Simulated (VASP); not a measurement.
Runs of VASP 6.6.1 on CaSe. Symmetry: Fm-3m, No. 225, cubic system. The conventional cell has a = 5.935 Å, b = 5.935 Å, c = 5.935 Å, α = 90.00°, β = 90.00°, γ = 90.00°. Ca (site symmetry m-3m) has 6 Se at 2.97 Å within 3.9 Å. Within 3.9 Å of Se (site symmetry m-3m) lie 6 Ca at 2.97 Å. 

```tsv
level	share of exact exchange	screening parameter	gap on the mesh (eV)	pressure (GPa)
HSE06	0.25	0.2079 1/Å	(a)	0.3
PBE-based screened hybrid with 10 % exact exchange	0.1	0.2078 1/Å	(c)	0.6
PBE-based screened hybrid with 40 % exact exchange	0.4	0.3 1/Å	3.30	0.1
PBE-based screened hybrid with 5 % exact exchange	0.05	0.3 1/Å	(b)	0.8
```

Alike in all rows: task single point; potentials or basis VASP PAW PBE potentials, release 64 (Ca_sv, Se); no spin polarisation; cell as given; k mesh 4 × 4 × 4; cutoff (eV) 520; smearing gaussian 0.01 eV.

Q: Estimate the missing entries.

A: (a) 3.01; (b) 2.19; (c) 2.42.

Caveats: all runs use coarse meshes; the PAW data sets were made with another functional, which shifts forces and pressure a little.

A k mesh can miss the band edges, and the runs leave out spin-orbit coupling on Se.
